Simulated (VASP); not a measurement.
Input of a VASP 6.6.1 run:

INCAR

```
SYSTEM = CdSe
PREC = Accurate
ENCUT = 520
EDIFF = 1E-8
ISMEAR = -1
SIGMA = 0.03
LREAL = .False.
LASPH = .True.
NELM = 80
ALGO = Normal
ISIF = 2
LWAVE = .False.
LCHARG = .False.
GGA = PE
LEFG = .True.
NBANDS = 16
```

KPOINTS

```
Automatic mesh
0
Gamma
  8 8 8
  0 0 0
```

POSCAR

```
CdSe
1.0
    0.0000000000      3.0075950161      3.0075950161
    3.0075950161      0.0000000000      3.0075950161
    3.0075950161      3.0075950161      0.0000000000
Cd Se
1 1
Direct
    0.0000000000      0.0000000000      0.0000000000
    0.2500000000      0.2500000000      0.2500000000
```

Potentials or basis: VASP PAW PBE potentials, release 64 (Cd, Se).

Command:

```sh
$ cat potpaw_PBE.64/Cd/POTCAR potpaw_PBE.64/Se/POTCAR > POTCAR
$ mpirun -np 1 vasp_std > vasp.out
```

Predict the band gap on the k mesh.

0.68 eV, direct.

Predict the pressure.

5.3 GPa.

Caveat: without QUAD_EFG the Cq values of the log hold for a quadrupole moment of 1 mb, not for the nuclei.
